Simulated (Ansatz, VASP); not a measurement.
# Two plane-wave programs on ZrB2

```xyz
3
Lattice="3.2179 0.0000 0.0000 -1.6090 2.7868 0.0000 0.0000 0.0000 3.4483" Properties=species:S:1:pos:R:3 pbc="T T T"
Zr    0.0000    0.0000    0.0000
B     0.0000    1.8579    1.7242
B     1.6090    0.9289    1.7242
```

Alike in both runs: task single point; functional PBEsol; k mesh 15 × 15 × 12; occupations gaussian, width 0.15 eV; no spin polarisation.

|  | VASP | Ansatz |
| --- | --- | --- |
| version | VASP 6.6.1 | Ansatz 0.2.0 |
| potentials or method | VASP PAW PBE potentials, release 64 (Zr_sv, B), cutoff 520 eV | scalar-relativistic, plane waves, PAW |
| valence electrons in the cell | 18 | 18 |

|  | VASP | Ansatz | Ansatz less VASP |
| --- | --- | --- | --- |
| gap on the k mesh at the Fermi level (eV) | none | none | - |
| pressure (GPa) | -5.5 | -5.9 | -0.33 |
| traceless stress, the component that is largest in VASP (GPa) | 8.26 | 8.26 | +0.003 |

VASP's potentials were made for PBE, not for PBEsol. A gap of «none» marks a metal or a gap that the smearing closes.
